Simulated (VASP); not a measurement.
# ScAl3 (Fm-3m) in VASP: notebook

Runs on ScAl3. Level: PBE. Tasks: single point.

Everything below comes from runs of VASP 6.6.1. Logs are shortened: lines on timing, memory, paths and dates and some standing lists are left out, and cuts for length are marked.

## (1) The cell of the first run

It takes space group Fm-3m (No. 225, cubic). The conventional cell has a = 6.293 Å, b = 6.293 Å, c = 6.293 Å, α = 90.00°, β = 90.00°, γ = 90.00°. Within 3.6 Å of Sc (site symmetry m-3m) lie 14 Al at 2.73 to 3.15 Å. Al (site symmetry m-3m) has 8 Al at 2.73 Å and 6 Sc at 3.15 Å within 3.6 Å. Al (site symmetry -43m) has 4 Sc at 2.73 Å and 10 Al at 2.73 to 3.15 Å within 3.6 Å.

## (2) Single point, PBE

The input, INCAR:

```
PREC = Accurate
ENCUT = 520
EDIFF = 1E-7
ISMEAR = 0
SIGMA = 0.1
LREAL = F
LASPH = T
NELM = 80
ALGO = Normal
ISIF = 2
LWAVE = F
LCHARG = T
GGA = PE
LELF = T
LVHAR = T
NBANDS = 18
```

The input, KPOINTS:

```
regular mesh
0
Gamma
  6 6 6
```

The input, POSCAR:

```
ScAl3
1.0
    0.0000000000      3.1466967000      3.1466967000
    3.1466967000      0.0000000000      3.1466967000
    3.1466967000      3.1466967000      0.0000000000
Sc Al
1 3
Direct
    0.0000000000      0.0000000000      0.0000000000
    0.5000000000      0.5000000000      0.5000000000
    0.2500000000      0.2500000000      0.2500000000
    0.7500000000      0.7500000000      0.7500000000
```

Potentials or basis: VASP PAW PBE potentials, release 64 (Sc_sv, Al).

Launch:

```
> cat potpaw_PBE.64/Sc_sv/POTCAR potpaw_PBE.64/Al/POTCAR > POTCAR
> mpirun -np 1 vasp_std > vasp.out
```

OUTCAR:

```text
PREC = Accurate
   ENCUT = 520
   EDIFF = 1E-7
   ISMEAR = 0
   LREAL = F
   LASPH = T
   NELM = 80
   ISIF = 2
   GGA = PE

 ion  position               nearest neighbor table
   1  0.000  0.000  0.000-   3 2.73   4 2.73   4 2.73   4 2.73   4 2.73   3 2.73   3 2.73   3 2.73
                             2 3.15   2 3.15   2 3.15   2 3.15   2 3.15   2 3.15
   2  0.500  0.500  0.500-   3 2.73   4 2.73   3 2.73   3 2.73   3 2.73   4 2.73   4 2.73   4 2.73
                             1 3.15   1 3.15   1 3.15   1 3.15   1 3.15   1 3.15
   3  0.250  0.250  0.250-   1 2.73   2 2.73   1 2.73   1 2.73   1 2.73   2 2.73   2 2.73   2 2.73
                             4 3.15   4 3.15   4 3.15   4 3.15   4 3.15   4 3.15
   4  0.750  0.750  0.750-   1 2.73   2 2.73   2 2.73   2 2.73   2 2.73   1 2.73   1 2.73   1 2.73
                             3 3.15   3 3.15   3 3.15   3 3.15   3 3.15   3 3.15

  LATTYP: Found a face centered cubic cell.
 ALAT       =     6.2933934000

  Lattice vectors:

 A1 = (   0.0000000000,   3.1466967000,   3.1466967000)
 A2 = (   3.1466967000,   0.0000000000,   3.1466967000)
 A3 = (   3.1466967000,   3.1466967000,   0.0000000000)

Analysis of symmetry for initial positions (statically):
=====================================================================
 Subroutine PRICEL returns:
 Original cell was already a primitive cell.

 Routine SETGRP: Setting up the symmetry group for a
 face centered cubic supercell.

 Subroutine GETGRP returns: Found 48 space group operations
[... 9 lines left out ...]

 Routine SETGRP: Setting up the symmetry group for a
 face centered cubic supercell.

 Subroutine GETGRP returns: Found 48 space group operations
[... 11 lines left out ...]
                                     Primitive cell

  volume of cell :      62.3153

  direct lattice vectors                    reciprocal lattice vectors
     0.000000000  3.146696700  3.146696700    -0.158896788  0.158896788  0.158896788
     3.146696700  0.000000000  3.146696700     0.158896788 -0.158896788  0.158896788
     3.146696700  3.146696700  0.000000000     0.158896788  0.158896788 -0.158896788

  length of vectors
     4.450101150  4.450101150  4.450101150     0.275217311  0.275217311  0.275217311

  position of ions in fractional coordinates (direct lattice)
     0.000000000  0.000000000  0.000000000
     0.500000000  0.500000000  0.500000000
     0.250000000  0.250000000  0.250000000
     0.750000000  0.750000000  0.750000000

  ion indices of the primitive-cell ions
   primitive index   ion index
                 1           1
                 2           2
                 3           3
                 4           4

----------------------------------------------------------------------------------------

 KPOINTS: regular mesh

Automatic generation of k-mesh.
 Grid dimensions read from file:
 generate k-points for:    6    6    6

 Generating k-lattice:

  Cartesian coordinates                     Fractional coordinates (reciprocal lattice)
    -0.026482798  0.026482798  0.026482798     0.166666667  0.000000000  0.000000000
     0.026482798 -0.026482798  0.026482798     0.000000000  0.166666667  0.000000000
     0.026482798  0.026482798 -0.026482798     0.000000000  0.000000000  0.166666667

  Length of vectors
     0.045869552  0.045869552  0.045869552

  Shift w.r.t. Gamma in fractional coordinates (k-lattice)
     0.000000000  0.000000000  0.000000000

 Subroutine IBZKPT returns following result:
 ===========================================

 Found     16 irreducible k-points:

 Following reciprocal coordinates:
            Coordinates               Weight
  0.000000  0.000000  0.000000      1.000000
  0.166667  0.000000  0.000000      8.000000
  0.333333  0.000000  0.000000      8.000000
  0.500000  0.000000  0.000000      4.000000
  0.166667  0.166667  0.000000      6.000000
  0.333333  0.166667  0.000000     24.000000
[... 8 lines left out ...]
 -0.333333  0.333333  0.166667     24.000000
 -0.333333  0.500000  0.166667     12.000000
   k-points           NKPTS =     16   k-points in BZ     NKDIM =     16   number of bands    NBANDS=     18
   number of dos      NEDOS =    301   number of ions     NIONS =      4
   total plane-waves  NPLWV =  46656
   dimension x,y,z NGX =    36 NGY =   36 NGZ =   36
   dimension x,y,z NGXF=    72 NGYF=   72 NGZF=   72
   ions per type =               1   3
   NGX,Y,Z   is equivalent  to a cutoff of  13.45, 13.45, 13.45 a.u.
   NGXF,Y,Z  is equivalent  to a cutoff of  26.90, 26.90, 26.90 a.u.
 SYSTEM =  unknown system
   PREC   = accura    normal or accurate (medium, high low for compatibility)
   ISTART =      0    job   : 0-new  1-cont  2-samecut
   ICHARG =      2    charge: 1-file 2-atom 10-const
   ISPIN  =      1    spin polarized calculation?
   LNONCOLLINEAR =      F non collinear calculations
   LSORBIT =      F    spin-orbit coupling
   LASPH  =      T    aspherical Exc in radial PAW
   ENCUT  =  520.0 eV  38.22 Ry    6.18 a.u.   8.27  8.27  8.27*2*pi/ulx,y,z
   NELM   =     80;   NELMIN=  2; NELMDL= -5     # of ELM steps
   EDIFF  = 0.1E-06   stopping-criterion for ELM
   LREAL  =      F    real-space projection
   EDIFFG = 0.1E-05   stopping-criterion for IOM
   NSW    =      0    number of steps for IOM
   IBRION =     -1    ionic relax: 0-MD 1-quasi-New 2-CG
   NFREE  =      0    steps in history (QN), initial steepest desc. (CG)
   ISIF   =      2    stress and relaxation
   ISYM   =      2    0-nonsym 1-usesym 2-fastsym
   POTIM  = 0.5000    time-step for ionic-motion
   TEBEG  =    0.0;   TEEND  =   0.0 temperature during run
   PSTRESS=    0.0 pullay stress
   NELECT =      20.0000    total number of electrons
   NUPDOWN=      -1.0000    fix difference up-down
   EMIN   =  10.00;   EMAX   =-10.00  energy-range for DOS
   EFERMI =   0.00;   METHOD = LEGACY
   ISMEAR =     0;   SIGMA  =   0.10  broadening in eV -4-tet -1-fermi 0-gaus
   EFERMI_NEDOS =   21; number of points for ismear=-14 and -15
   IALGO  =     38    algorithm
   IMIX   =      4    mixing-type and parameters
     AMIX     =   0.40;   BMIX     =  1.00
     AMIX_MAG =   1.60;   BMIX_MAG =  1.00
  volume/ion in A,a.u.               =      15.58       105.13
  Fermi-wavevector in a.u.,A,eV,Ry     =   1.120865  2.118128 17.093519  1.256338
  Thomas-Fermi vector in A             =   2.257514
   LORBIT       =      0    0 simple, 1 ext, 2 COOP (PROOUT), +10 PAW based schemes
   GGA     = PE    functional components
   LHFCALC =     F    Hartree Fock is set to
   AEXX    =    0.0000 exact exchange contribution
   IVDW    =     0    specifies the selected vdW correction
   LEPSILON=     F    determine dielectric tensor
   LRPA    =     F    only Hartree local field effects (RPA)
 non-spin polarized calculation
 Gauss-broadening in eV      SIGMA  =   0.10
  energy-cutoff  :      520.00
  volume of cell :       62.32
 maximum number of plane-waves:      1694
 NGX is ok and might be reduce to    36
   NGX = 17   NGY = 17   NGZ = 17

 number of electron      20.0000000 magnetization

 Free energy of the ion-electron system (eV)
  ---------------------------------------------------
  ext. energy  EPLUGINS =         0.00000000
  ---------------------------------------------------
  free energy    TOTEN  =       -17.47420954 eV

  energy without entropy =      -17.45450374  energy(sigma->0) =      -17.46435664

 E-fermi :   8.5610     XC(G=0): -10.7882

 val. band max:        8.5417141907   @ k =   0.5000   0.1667   0.0000
 cond. band min:       8.5953893623   @ k =  -0.3333   0.5000   0.1667
 fundamental gap:      0.0536751715
 Fermi energy:         8.5610115088

 k-point     1 :       0.0000    0.0000    0.0000
  band No.  band energies     occupation
      1     -40.7310      2.00000
      2     -19.4762      2.00000
      3     -19.4762      2.00000
      4     -19.4762      2.00000
      5      -2.3454      2.00000
      6       5.8702      2.00000
[... 10 lines left out ...]
     17      12.7565      0.00000
     18      12.7565      0.00000

 k-point     2 :       0.1667    0.0000    0.0000
  band No.  band energies     occupation
      1     -40.7307      2.00000
      2     -19.4835      2.00000
      3     -19.4772      2.00000
      4     -19.4772      2.00000
      5      -2.0161      2.00000
      6       4.4875      2.00000
[... 10 lines left out ...]
     17      12.0584      0.00000
     18      13.0968      0.00000

 k-point     3 :       0.3333    0.0000    0.0000
  band No.  band energies     occupation
      1     -40.7301      2.00000
      2     -19.4979      2.00000
      3     -19.4792      2.00000
      4     -19.4792      2.00000
      5      -1.0646      2.00000
      6       2.3861      2.00000
[... 10 lines left out ...]
     17      12.5633      0.00000
     18      14.4731      0.00000

 k-point     4 :       0.5000    0.0000    0.0000
  band No.  band energies     occupation
      1     -40.7298      2.00000
      2     -19.5051      2.00000
      3     -19.4802      2.00000
      4     -19.4802      2.00000
      5       0.2002      2.00000
      6       0.7094      2.00000
[... 207 lines left out ...]
      4     -19.4826      2.00000
      5      -0.2687      2.00000
      6       2.8313      2.00000
[... 10 lines left out ...]
     17      13.3572      0.00000
     18      14.9278      0.00000

 k-point    15 :      -0.3333    0.3333    0.1667
  band No.  band energies     occupation
      1     -40.7294      2.00000
      2     -19.4985      2.00000
      3     -19.4914      2.00000
      4     -19.4841      2.00000
      5       0.8567      2.00000
      6       1.4933      2.00000
[... 10 lines left out ...]
     17      13.3762      0.00000
     18      13.5949      0.00000

 k-point    16 :      -0.3333    0.5000    0.1667
  band No.  band energies     occupation
      1     -40.7293      2.00000
      2     -19.4994      2.00000
      3     -19.4908      2.00000
      4     -19.4867      2.00000
      5       1.3632      2.00000
      6       1.6150      2.00000
[... 10 lines left out ...]
     17      13.8910      0.00000
     18      14.3140      0.00000

------------------------ aborting loop because EDIFF is reached ----------------------------------------

  FORCE on cell =-STRESS in cart. coord.  units (eV):
  Direction    XX          YY          ZZ          XY          YZ          ZX
  --------------------------------------------------------------------------------------
  -------------------------------------------------------------------------------------
  Total        5.3511552      5.3511552      5.3511552      0.0000000      0.0000000      0.0000000
  in kB      137.5825887    137.5825887    137.5825887      0.0000000      0.0000000      0.0000000
  external PRESSURE =     137.5825887 kB  Pullay stress =       0.0000000 kB

 VOLUME and BASIS-vectors are now :
 -----------------------------------------------------------------------------
  energy-cutoff  :      520.00
  volume of cell :       62.32
      direct lattice vectors                 reciprocal lattice vectors
     0.000000000  3.146696700  3.146696700    -0.158896788  0.158896788  0.158896788
     3.146696700  0.000000000  3.146696700     0.158896788 -0.158896788  0.158896788
     3.146696700  3.146696700  0.000000000     0.158896788  0.158896788 -0.158896788

 POSITION                                       TOTAL-FORCE (eV/Angst)
 -----------------------------------------------------------------------------------
      0.00000      0.00000      0.00000         0.000000      0.000000      0.000000
      3.14670      3.14670      3.14670         0.000000      0.000000      0.000000
      1.57335      1.57335      1.57335        -0.000000     -0.000000     -0.000000
      4.72005      4.72005      4.72005         0.000000     -0.000000     -0.000000
 -----------------------------------------------------------------------------------
    total drift:                               -0.000000      0.000000      0.000000

  FREE ENERGIE OF THE ION-ELECTRON SYSTEM (eV)
  ---------------------------------------------------
  free  energy   TOTEN  =       -17.4742095355 eV

  energy  without entropy=      -17.4545037419  energy(sigma->0) =      -17.46435664
```

Run time: 11 s. Hardware: 1 thread of Intel Xeon 6975P-C (Granite Rapids), shared host; peak memory 0.2 GiB.

What came out:

```yaml
Free_energy: -17.4742 eV
Pressure: 13.8 GPa
Band_gap_on_the_k_mesh: zero (band 10 reaches 8.67 eV, above the bottom of band 11 at 7.64 eV)
```

Levels at points of the mesh, in eV from the Fermi level:
```csv
k point,band 8,band 9,band 10,band 11,band 12,band 13
"(0.00, 0.00, 0.00)",-2.69,-0.30,-0.30,-0.30,-0.16,-0.16
"(0.50, 0.00, 0.00)",-3.17,-0.99,-0.41,-0.41,-0.04,0.68
"(0.50, 0.50, 0.00)",-3.73,-3.73,-1.46,0.86,0.86,1.18
```

## (3) Single point, PBE

This run uses another cell than the first one, of 17.97 Å³/atom, 1.153 times its volume.

The input, INCAR:

```
PREC = Accurate ; ENCUT = 520
EDIFF = 1E-6 ; ISMEAR = 0
SIGMA = 0.1 ; LREAL = False
LASPH = True ; NELM = 60
ALGO = Normal ; ISIF = 2
LWAVE = False ; LCHARG = False
GGA = PE ; NBANDS = 18
```

KPOINTS is that of step 2.

The input, POSCAR:

```
ScAl3
1.0
    0.0000000000      3.3000981641      3.3000981641
    3.3000981641      0.0000000000      3.3000981641
    3.3000981641      3.3000981641      0.0000000000
Sc Al
1 3
Direct
    0.0000000000      0.0000000000      0.0000000000
    0.5000000000      0.5000000000      0.5000000000
    0.2500000000      0.2500000000      0.2500000000
    0.7500000000      0.7500000000      0.7500000000
```

Potentials or basis: VASP PAW PBE potentials, release 64 (Sc_sv, Al).

Launch:

```
> cat potpaw_PBE.64/Sc_sv/POTCAR potpaw_PBE.64/Al/POTCAR > POTCAR
> mpirun -np 1 vasp_std > vasp.out
```

Run time: 11 s. Hardware: 1 thread of Intel Xeon 6975P-C (Granite Rapids), shared host; peak memory 0.2 GiB.

Results (log left out):

```yaml
Free_energy: -17.8475 eV
Pressure: 0.2 GPa
Band_gap_on_the_k_mesh: zero (band 10 reaches 7.45 eV, above the bottom of band 11 at 6.34 eV)
```

Levels at points of the mesh, in eV from the Fermi level:
| k point | band 7 | band 8 | band 9 | band 10 | band 11 | band 12 | band 13 | band 14 |
| --- | --- | --- | --- | --- | --- | --- | --- | --- |
| (0.00, 0.00, 0.00) | -2.28 | -2.28 | -0.37 | -0.17 | -0.17 | -0.17 | 0.10 | 0.10 |
| (0.50, 0.00, 0.00) | -2.70 | -2.70 | -1.29 | -0.34 | -0.34 | -0.15 | 0.69 | 0.69 |
| (0.50, 0.50, 0.00) | -4.64 | -3.37 | -3.37 | -1.43 | 0.80 | 0.80 | 1.16 | 2.80 |
